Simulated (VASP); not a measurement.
Zn:

```xyz
1
Lattice="-1.5223 1.5220 2.1453 1.5223 -1.5220 2.1453 1.5223 1.5220 -2.1453" Properties=species:S:1:pos:R:3 pbc="T T T"
Zn    0.0000    0.0000    2.1453
```

```yaml
Program: VASP 6.6.1
Task: relaxation of cell and atoms
Functional: PBE
Potentials_or_basis: VASP PAW PBE potentials, release 64 (Zn)
Cutoff: 600 eV
k_mesh: 10 × 10 × 10
Occupations: gaussian, width 0.1 eV
Spin: no spin polarisation
```

At the start: pressure -8.8 GPa; volume 19.88 Å³/atom.

Q: How do energy, volume and symmetry change on relaxing?

A: Over 35 steps the energy falls by 181.0 meV/atom and the volume is 15.30 Å³/atom (-23.0 %); space group Immm (No. 71, to 0.05 Å).

Step by step:
```
step  energy change (eV)  largest force (eV/Å)  pressure (GPa)  volume (Å³)
   1              0.0000                0.0000           -8.81        19.88
   2             -0.1404                0.0000           -5.57        16.90
   3             -0.1731                0.0000           -0.54        15.23
   4             -0.1731                0.0000            0.40        15.08
   5             -0.1733                0.0000           -0.10        15.17
   6             -0.1734                0.0000           -0.26        15.21
   7             -0.1736                0.0000           -0.39        15.23
   8             -0.1742                0.0000           -0.60        15.29
   9             -0.1739                0.0000           -0.91        15.39
  10             -0.1744                0.0000           -0.79        15.34
  11             -0.1744                0.0000           -0.67        15.32
  12             -0.1747                0.0000           -0.30        15.26
  13             -0.1747                0.0000           -0.37        15.25
  14             -0.1747                0.0000           -0.24        15.24
  15             -0.1748                0.0000           -0.15        15.21
  16             -0.1752                0.0000            0.18        15.12
  17             -0.1753                0.0000            1.02        14.95
  18             -0.1754                0.0000            0.68        15.02
  19             -0.1754                0.0000            0.76        15.01
  20             -0.1755                0.0000            0.85        15.00
  21             -0.1756                0.0000            1.04        14.97
  22             -0.1760                0.0000            1.24        14.92
  23             -0.1762                0.0000            2.00        14.81
  24             -0.1762                0.0000            1.66        14.86
  25             -0.1765                0.0000            1.71        14.86
  26             -0.1771                0.0000            1.91        14.85
  27             -0.1766                0.0000            2.33        14.84
  28             -0.1772                0.0000            1.96        14.85
  29             -0.1778                0.0000            1.82        14.89
  30             -0.1792                0.0000            1.21        15.02
  31             -0.1806                0.0000            0.13        15.27
  32             -0.1806                0.0000           -0.18        15.34
  33             -0.1807                0.0000           -0.14        15.33
  34             -0.1808                0.0000           -0.10        15.32
  35             -0.1810                0.0000            0.00        15.30
```

Final structure:
```
CELL_PARAMETERS angstrom
-1.45733 1.35668 1.93524
1.45733 -1.35668 1.93524
1.45733 1.35668 -1.93524
ATOMIC_POSITIONS crystal
Zn 0.50000 0.50000 0.00000
```

Caveat: the volume moved by over 15 % at a fixed basis, so the end points are rough.
